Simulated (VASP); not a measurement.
Write the native input for VASP 6.6.1 that does the following.

```
Task                   : single point
Functional             : PBEsol
Potentials or basis    : VASP PAW PBE potentials, release 64 (Zn, S)
Cutoff                 : 520 eV
k mesh                 : 6 × 6 × 4
Occupations            : gaussian, width 0.1 eV
Spin                   : no spin polarisation
Dipole correction      : no
Further INCAR settings : ALGO = Normal; EDIFF = 1e-06; NBANDS = 26
```

The structure of ZnS lies in POSCAR:

```
ZnS
1.0
    3.8205435350      0.0000000000      0.0000000000
   -1.9102717675      3.3086877575      0.0000000000
    0.0000000000      0.0000000000      6.0835925024
Zn S
2 2
Direct
    0.6666666667      0.3333333333      0.4962629880
    0.3333333333      0.6666666667      0.9962629880
    0.3333333333      0.6666666667      0.3787360120
    0.6666666667      0.3333333333      0.8787360120
```

These files were run (other wordings do the same):

INCAR

```
SYSTEM = ZnS
PREC = Accurate ; ENCUT = 520
EDIFF = 1E-6 ; ISMEAR = 0
SIGMA = 0.1 ; LREAL = .FALSE.
LASPH = .TRUE. ; NELM = 80
ALGO = Normal ; ISIF = 2
LWAVE = .FALSE. ; LCHARG = .TRUE.
GGA = PS ; LELF = .TRUE.
LVHAR = .TRUE. ; NBANDS = 26
```

KPOINTS

```
regular mesh
0
G
  6 6 4
  0 0 0
```

Potentials or basis: VASP PAW PBE potentials, release 64 (Zn, S).

Run with:

```sh
$ cat potpaw_PBE.64/Zn/POTCAR potpaw_PBE.64/S/POTCAR > POTCAR
$ mpirun -np 1 vasp_std > vasp.out
```

It gave:

The pressure is 0.2 GPa and the largest force is 0.089 eV/Å. The band gap on the k mesh is 2.17 eV, direct.

Caveat: the PAW data sets were made with another functional, which shifts forces and pressure a little.

Wall time 27 s on 1 thread of Intel Xeon 6975P-C (shared host), peak memory 0.2 GiB.
